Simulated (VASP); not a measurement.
# InAs (P6_3/mmc) in VASP: single point with PBE

Aim: the single point of InAs with PBE.

Program: VASP 6.6.1. These are calculated values, not measurements. Logs are shortened: lines on timing, memory, paths and dates and some standing lists are left out, and cuts for length are marked.

**1. The cell of the first run**

It takes space group P6_3/mmc (No. 194, hexagonal). Conventional cell: a = 4.608 Å, b = 4.608 Å, c = 5.996 Å, α = 90.00°, β = 90.00°, γ = 120.00°. In (site symmetry -6m2) has 5 As at 2.66 to 3.00 Å within 3.5 Å. Within 3.5 Å of As (site symmetry -6m2) lie 5 In at 2.66 to 3.00 Å.

**2. Single point, PBE**

INCAR reads:

```
SYSTEM = InAs
PREC = Accurate
ENCUT = 520
EDIFF = 1E-7
ISMEAR = -1
SIGMA = 0.02
LREAL = .False.
LASPH = .True.
NELM = 60
ALGO = Normal
ISIF = 2
LWAVE = .False.
LCHARG = .True.
GGA = PE
LELF = .True.
LVHAR = .True.
NBANDS = 26
```

KPOINTS reads:

```
Automatic mesh
0
Gamma
  6 6 4
  0 0 0
```

POSCAR reads:

```
InAs
1.0
    4.6076318978      0.0000000000      0.0000000000
   -2.3038159489      3.9903262748      0.0000000000
    0.0000000000      0.0000000000      5.9962437785
In As
2 2
Direct
    0.3333333333      0.6666666667      0.2500000000
    0.6666666667      0.3333333333      0.7500000000
    0.6666666667      0.3333333333      0.2500000000
    0.3333333333      0.6666666667      0.7500000000
```

Potentials or basis: VASP PAW PBE potentials, release 64 (In_d, As).

On the command line:

```bash
$ cat potpaw_PBE.64/In_d/POTCAR potpaw_PBE.64/As/POTCAR > POTCAR
$ mpirun -np 1 vasp_std > vasp.out
```

OUTCAR:

```text
SYSTEM = InAs
   PREC = Accurate
   ENCUT = 520
   EDIFF = 1E-7
   ISMEAR = -1
   LREAL = .False.
   LASPH = .True.
   NELM = 60
   ISIF = 2
   GGA = PE

 ion  position               nearest neighbor table
   1  0.333  0.667  0.250-   3 2.66   3 2.66   3 2.66   4 3.00   4 3.00   2 4.01   2 4.01   2 4.01
                             2 4.01   2 4.01   2 4.01
   2  0.667  0.333  0.750-   4 2.66   4 2.66   4 2.66   3 3.00   3 3.00   1 4.01   1 4.01   1 4.01
                             1 4.01   1 4.01   1 4.01
   3  0.667  0.333  0.250-   1 2.66   1 2.66   1 2.66   2 3.00   2 3.00
   4  0.333  0.667  0.750-   2 2.66   2 2.66   2 2.66   1 3.00   1 3.00

  LATTYP: Found a hexagonal cell.
 ALAT       =     4.6076318978
 C/A-ratio  =     1.3013721390

  Lattice vectors:

 A1 = (   4.6076318978,   0.0000000000,   0.0000000000)
 A2 = (  -2.3038159489,   3.9903262748,   0.0000000000)
 A3 = (   0.0000000000,   0.0000000000,   5.9962437785)

Analysis of symmetry for initial positions (statically):
=====================================================================
 Subroutine PRICEL returns:
 Original cell was already a primitive cell.

 Routine SETGRP: Setting up the symmetry group for a
 hexagonal supercell.

 Subroutine GETGRP returns: Found 24 space group operations
 (whereof 12 operations were pure point group operations)
 out of a pool of 24 trial point group operations.

The static configuration has the point symmetry D_3d.
 The point group associated with its full space group is D_6h.

Analysis of symmetry for dynamics (positions and initial velocities):
=====================================================================
 Subroutine PRICEL returns:
 Original cell was already a primitive cell.

 Routine SETGRP: Setting up the symmetry group for a
 hexagonal supercell.

 Subroutine GETGRP returns: Found 24 space group operations
 (whereof 12 operations were pure point group operations)
 out of a pool of 24 trial point group operations.

The dynamic configuration has the point symmetry D_3d.
 The point group associated with its full space group is D_6h.

 Subroutine INISYM returns: Found 24 space group operations
 (whereof 12 operations are pure point group operations),
 and found     1 'primitive' translations

----------------------------------------------------------------------------------------

[... 89 lines left out ...]
   LASPH  =      T    aspherical Exc in radial PAW
   ENCUT  =  520.0 eV  38.22 Ry    6.18 a.u.   8.57  8.57 11.15*2*pi/ulx,y,z
   NELM   =     60;   NELMIN=  2; NELMDL= -5     # of ELM steps
   EDIFF  = 0.1E-06   stopping-criterion for ELM
   LREAL  =      F    real-space projection
   EDIFFG = 0.1E-05   stopping-criterion for IOM
   NSW    =      0    number of steps for IOM
   IBRION =     -1    ionic relax: 0-MD 1-quasi-New 2-CG
   NFREE  =      0    steps in history (QN), initial steepest desc. (CG)
   ISIF   =      2    stress and relaxation
   ISYM   =      2    0-nonsym 1-usesym 2-fastsym
   POTIM  = 0.5000    time-step for ionic-motion
   TEBEG  =    0.0;   TEEND  =   0.0 temperature during run
   PSTRESS=    0.0 pullay stress
   NELECT =      36.0000    total number of electrons
   NUPDOWN=      -1.0000    fix difference up-down
   EMIN   =  10.00;   EMAX   =-10.00  energy-range for DOS
   EFERMI =   0.00;   METHOD = LEGACY
   ISMEAR =    -1;   SIGMA  =   0.02  broadening in eV -4-tet -1-fermi 0-gaus
   EFERMI_NEDOS =   21; number of points for ismear=-14 and -15
   IALGO  =     38    algorithm
   IMIX   =      4    mixing-type and parameters
     AMIX     =   0.40;   BMIX     =  1.00
     AMIX_MAG =   1.60;   BMIX_MAG =  1.00
  volume/ion in A,a.u.               =      27.56       186.00
  Fermi-wavevector in a.u.,A,eV,Ry     =   1.127337  2.130358 17.291497  1.270889
  Thomas-Fermi vector in A             =   2.264023
   LORBIT       =      0    0 simple, 1 ext, 2 COOP (PROOUT), +10 PAW based schemes
   GGA     = PE    functional components
   LHFCALC =     F    Hartree Fock is set to
   AEXX    =    0.0000 exact exchange contribution
   IVDW    =     0    specifies the selected vdW correction
   LEPSILON=     F    determine dielectric tensor
   LRPA    =     F    only Hartree local field effects (RPA)
 non-spin polarized calculation
  energy-cutoff  :      520.00
  volume of cell :      110.25
 maximum number of plane-waves:      2986
 NGX is ok and might be reduce to    36
   NGX = 17   NGY = 17   NGZ = 23

 number of electron      36.0000009 magnetization

 Free energy of the ion-electron system (eV)
  ---------------------------------------------------
  ext. energy  EPLUGINS =         0.00000000
  ---------------------------------------------------
  free energy    TOTEN  =       -14.48577906 eV

  energy without entropy =      -14.48210315  energy(sigma->0) =      -14.48394111

 E-fermi :   4.6106     XC(G=0):  -9.1447

 val. band max:        4.5360375668   @ k =   0.5000   0.0000   0.0000
 cond. band min:       4.6302300455   @ k =   0.1667   0.1667   0.2500
 fundamental gap:      0.0941924787
 Fermi energy:         4.6105988563

 k-point     1 :       0.0000    0.0000    0.0000
  band No.  band energies     occupation
      1     -10.0496      2.00000
      2      -9.8793      2.00000
      3      -9.8793      2.00000
      4      -9.8791      2.00000
      5      -9.8791      2.00000
      6      -9.8310      2.00000
[... 598 lines left out ...]
     25      10.2771      0.00000
     26      10.2771      0.00000

------------------------ aborting loop because EDIFF is reached ----------------------------------------

  FORCE on cell =-STRESS in cart. coord.  units (eV):
  Direction    XX          YY          ZZ          XY          YZ          ZX
  --------------------------------------------------------------------------------------
  -------------------------------------------------------------------------------------
  Total        1.8151846      1.8151846      0.6226481     -0.0000000     -0.0000000      0.0000000
  in kB       26.3794609     26.3794609      9.0487333     -0.0000000     -0.0000000      0.0000000
  external PRESSURE =      20.6025517 kB  Pullay stress =       0.0000000 kB

 VOLUME and BASIS-vectors are now :
 -----------------------------------------------------------------------------
  energy-cutoff  :      520.00
  volume of cell :      110.25
      direct lattice vectors                 reciprocal lattice vectors
     4.607631898  0.000000000  0.000000000     0.217031226  0.125303037  0.000000000
    -2.303815949  3.990326275  0.000000000     0.000000000  0.250606074  0.000000000
     0.000000000  0.000000000  5.996243779     0.000000000  0.000000000  0.166771072

 POSITION                                       TOTAL-FORCE (eV/Angst)
 -----------------------------------------------------------------------------------
     -0.00000      2.66022      1.49906         0.000000      0.000000     -0.000000
      2.30382      1.33011      4.49718         0.000000     -0.000000      0.000000
      2.30382      1.33011      1.49906         0.000000     -0.000000      0.000000
     -0.00000      2.66022      4.49718        -0.000000      0.000000      0.000000
 -----------------------------------------------------------------------------------
    total drift:                                0.000000      0.000000     -0.000000

  FREE ENERGIE OF THE ION-ELECTRON SYSTEM (eV)
  ---------------------------------------------------
  free  energy   TOTEN  =       -14.4857790631 eV

  energy  without entropy=      -14.4821031540  energy(sigma->0) =      -14.48394111
```

stdout:

```text
POSCAR found type information on POSCAR InAs
 POSCAR found :  2 types and       4 ions
 scaLAPACK will be used
 LDA part: xc-table for (Slater+PW92), standard interpolation
 POSCAR, INCAR and KPOINTS ok, starting setup
 FFT: planning ... GRIDC
 FFT: planning ... GRID_SOFT
 FFT: planning ... GRID
 WAVECAR not read
 entering main loop
```

Run time: 48 s. Hardware: 1 thread of Intel Xeon Platinum 8488C (Sapphire Rapids), shared host; peak memory 0.25 GiB.

Results:

```
Free energy            : -14.4858 eV
Pressure               : 2.1 GPa
Band gap on the k mesh : zero (band 18 reaches 4.86 eV, above the bottom of band 19 at 3.98 eV)
```

Levels at points of the mesh, in eV from the Fermi level:
| k point | band 15 | band 16 | band 17 | band 18 | band 19 | band 20 | band 21 | band 22 |
| --- | --- | --- | --- | --- | --- | --- | --- | --- |
| (0.00, 0.00, 0.00) | -1.93 | -1.93 | -0.50 | -0.38 | -0.38 | 0.29 | 3.04 | 3.04 |
| (0.50, 0.00, 0.00) | -3.06 | -3.04 | -1.67 | -1.20 | -0.07 | 2.26 | 4.89 | 5.92 |
| (0.00, 0.00, 0.50) | -1.21 | -1.21 | -1.21 | -1.21 | 0.53 | 0.53 | 3.55 | 3.55 |
| (0.50, 0.00, 0.50) | -2.26 | -2.26 | -0.49 | -0.49 | 1.76 | 1.76 | 2.86 | 2.86 |

Caveat: spin-orbit coupling is left out, which moves the levels of the heavy elements.
